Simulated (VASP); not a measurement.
Wanted: the native input for a VASP 6.6.1 run.

```yaml
Task: single point
Functional: PBE
Potentials_or_basis: VASP PAW PBE potentials, release 64 (Pt)
Cutoff: 520 eV
k_mesh: 24 × 24 × 24
Occupations: fermi-dirac, width 0.02 eV
Spin: no spin polarisation
Dipole_correction: no
Further_INCAR_settings: ALGO = Fast; EDIFF = 1e-07; NBANDS = 11
```

The structure of Pt lies in POSCAR:

```
Pt
1.0
    0.0000000000      2.1269582839      1.6590274614
    2.1269582839      0.0000000000      1.6590274614
    2.1269582839      2.1269582839      0.0000000000
Pt
1
Direct
    0.0000000000      0.0000000000      0.0000000000
```

This cell differs from its parent crystal: ratio of the length along z to the lengths across it x 0.78, volume and fractional coordinates fixed.

The input as run:

INCAR

```
PREC = Accurate ; ENCUT = 520
EDIFF = 1E-7 ; ISMEAR = -1
SIGMA = 0.02 ; LREAL = False
LASPH = True ; NELM = 60
ALGO = Fast ; ISIF = 2
LWAVE = False ; LCHARG = True
GGA = PE ; LELF = True
LVHAR = True ; NBANDS = 11
```

KPOINTS

```
Automatic mesh
0
Gamma
  24 24 24
```

Potentials or basis: VASP PAW PBE potentials, release 64 (Pt).

Launch:

```sh
$ cat potpaw_PBE.64/Pt/POTCAR > POTCAR
$ mpirun -np 1 vasp_std > vasp.out
```

It gave:

| Quantity | Value |
| --- | --- |
| Pressure | 13.6 GPa |
| Band gap on the k mesh | zero (bands 5 and 6 overlap by 2.26 eV) |

Caveat: the cell stands under pressure; spin-orbit coupling is left out, which moves the levels of the heavy elements.

It took 98 s on 1 thread of Intel(R) Xeon(R) Platinum 8488C (Sapphire Rapids), with other jobs on the host, peak memory 0.28 GiB.
